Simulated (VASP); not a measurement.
# InSb3: single point with PBEsol

The system is InSb3.

```xyz
4
Lattice="0.0000 3.7951 3.7951 3.7951 0.0000 3.7951 3.7951 3.7951 0.0000" Properties=species:S:1:pos:R:3 pbc="T T T"
In    0.0000    0.0000    0.0000
Sb    1.8976    1.8976    1.8976
Sb    5.6927    5.6927    5.6927
Sb    3.7951    3.7951    3.7951
```

This cell differs from its parent crystal: functional PBEsol, strained.

```
Program                : VASP 6.6.1
Task                   : single point
Functional             : PBEsol
Potentials or basis    : VASP PAW PBE potentials, release 64 (In_d, Sb)
Cutoff                 : 520 eV
k mesh                 : 10 × 10 × 10
Occupations            : gaussian, width 0.1 eV
Spin                   : no spin polarisation
Dipole correction      : no
Further INCAR settings : ALGO = Normal; EDIFF = 1e-06; NBANDS = 22
```

```
Pressure               : -3.1 GPa
Band gap on the k mesh : zero (band 14 reaches 8.92 eV, above the bottom of band 15 at 5.46 eV)
```

Levels at points of the mesh, in eV from the Fermi level:
| k point | band 10 | band 11 | band 12 | band 13 | band 14 | band 15 | band 16 | band 17 | band 18 | band 19 |
| --- | --- | --- | --- | --- | --- | --- | --- | --- | --- | --- |
| (0.00, 0.00, 0.00) | -2.46 | -2.46 | -2.35 | -2.35 | -2.35 | -2.33 | -0.68 | -0.68 | -0.68 | 3.48 |
| (0.50, 0.00, 0.00) | -3.39 | -3.39 | -2.59 | -2.59 | -0.24 | -0.07 | 1.95 | 1.95 | 3.07 | 3.07 |
| (0.50, 0.50, 0.00) | -5.04 | -5.04 | 0.36 | 0.92 | 0.92 | 1.25 | 1.73 | 1.84 | 1.84 | 4.13 |

Run time: 65 s on 1 thread of Intel(R) Xeon(R) Platinum 8259CL CPU @ 2.50GHz (Skylake/Cascade Lake), on a shared host, peak memory 0.29 GiB.

Caveat: the cell differs from its parent crystal (functional PBEsol, strained); the PAW data sets were made with another functional, which shifts forces and pressure a little; spin-orbit coupling is left out, which moves the levels of the heavy elements.
